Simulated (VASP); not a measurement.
Write the native input for VASP 6.6.1 that does the following.

```
Task                   : single point
Functional             : PBE
Potentials or basis    : VASP PAW PBE potentials, release 64 (Fe)
Cutoff                 : 520 eV
k mesh                 : 9 × 12 × 14
Occupations            : fermi-dirac, width 0.1 eV
Spin                   : no spin polarisation
Dipole correction      : no
Further INCAR settings : ALGO = Normal; EDIFF = 1e-06; NBANDS = 15; ISYM = 0
```

The structure of Fe lies in POSCAR:

```
Fe
1.0
   -1.7975000000     -1.7975000000     -3.5950000000
    1.7975000000     -1.7975000000      0.0000000000
   -1.7975000000     -1.7975000000      0.0000000000
Fe
2
Direct
    0.0000000000      0.0000000000      0.0000000000
    0.5000000000      0.5000000000      0.0000000000
```

One way to write it, as run:

INCAR

```
  PREC = Accurate
  ENCUT = 520
  EDIFF = 1E-6
  ISMEAR = -1
  SIGMA = 0.1
  LREAL = F
  LASPH = T
  NELM = 60
  ALGO = Normal
  ISIF = 2
  LWAVE = F
  LCHARG = F
  GGA = PE
  NBANDS = 15
  ISYM = 0
```

KPOINTS

```
regular mesh
0
Gamma
  9 12 14
```

Potentials or basis: VASP PAW PBE potentials, release 64 (Fe).

Launch:

```sh
$ cat potpaw_PBE.64/Fe/POTCAR > POTCAR
$ mpirun -np 1 vasp_std > vasp.out
```

Results of the run:

```
Pressure               : -26.4 GPa
Band gap on the k mesh : zero (band 8 reaches 6.36 eV, above the bottom of band 9 at 5.06 eV)
```

Caveat: the run has no spin polarisation, though such a crystal can be magnetic.

Run time: 2.3 min on 1 thread of AMD EPYC 9R45 96-Core Processor (Zen 5), with other jobs on the host, peak memory 0.3 GiB.
